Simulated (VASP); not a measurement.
Set up this calculation in VASP 6.6.1, as the native input.

```yaml
Task: single point
Functional: r2SCAN
Potentials_or_basis: VASP PAW PBE potentials, release 64 (Pt, Se)
Cutoff: 520 eV
k_mesh: 8 × 8 × 4
Occupations: gaussian, width 0.05 eV
Spin: no spin polarisation
Dipole_correction: no
Further_INCAR_settings: ALGO = Normal; EDIFF = 1e-07; NBANDS = 18
```

PtSe2:

```xyz
3
Lattice="3.7158 0.0000 0.0000 -1.8579 3.2180 0.0000 0.0000 0.0000 6.2404" Properties=species:S:1:pos:R:3 pbc="T T T"
Pt    0.0000    0.0000    0.0000
Se    0.0000    2.1453    1.3145
Se    1.8579    1.0727    4.9259
```

This cell differs from its parent crystal: volume scaled by 1.070.

The input as run:

POSCAR

```
PtSe2
1.0
    3.7158275606      0.0000000000      0.0000000000
   -1.8579137803      3.2180010635      0.0000000000
    0.0000000000      0.0000000000      6.2404024144
Pt Se
1 2
Direct
    0.0000000000      0.0000000000      0.0000000000
    0.3333333333      0.6666666667      0.2106498853
    0.6666666667      0.3333333333      0.7893501147
```

INCAR.step1

```
SYSTEM = PtSe2
PREC = Accurate
ENCUT = 520
ISMEAR = 0
SIGMA = 0.05
LREAL = .FALSE.
LASPH = .TRUE.
NELM = 100
NBANDS = 18
GGA = PE
ALGO = Normal
EDIFF = 1E-4
LWAVE = .TRUE.
LCHARG = .FALSE.
```

INCAR.step2

```
SYSTEM = PtSe2
PREC = Accurate
ENCUT = 520
EDIFF = 1E-7
ISMEAR = 0
SIGMA = 0.05
LREAL = .FALSE.
LASPH = .TRUE.
NELM = 100
ALGO = Normal
ISIF = 2
LWAVE = .FALSE.
LCHARG = .FALSE.
METAGGA = R2SCAN
LMIXTAU = .TRUE.
NBANDS = 18
ISTART = 1
```

KPOINTS

```
Automatic mesh
0
G
  8 8 4
  0 0 0
```

Potentials or basis: VASP PAW PBE potentials, release 64 (Pt, Se).

The run is started by

```sh
$ cat potpaw_PBE.64/Pt/POTCAR potpaw_PBE.64/Se/POTCAR > POTCAR
$ cp INCAR.step1 INCAR
$ mpirun -np 1 vasp_std > vasp.out
$ cp INCAR.step2 INCAR
$ mpirun -np 1 vasp_std > vasp.out
```

It gave:

* Pressure: -0.4 GPa
* Largest force: 0.006 eV/Å
* Band gap on the k mesh: 0.97 eV, indirect (least direct gap 1.14 eV)

Caveat: the PAW data sets were made with another functional, which shifts forces and pressure a little; spin-orbit coupling is left out, which moves the levels of the heavy elements.

Wall time 3.3 min on 1 thread of Intel(R) Xeon(R) Platinum 8559C (Emerald Rapids) (shared host), peak memory 0.22 GiB.
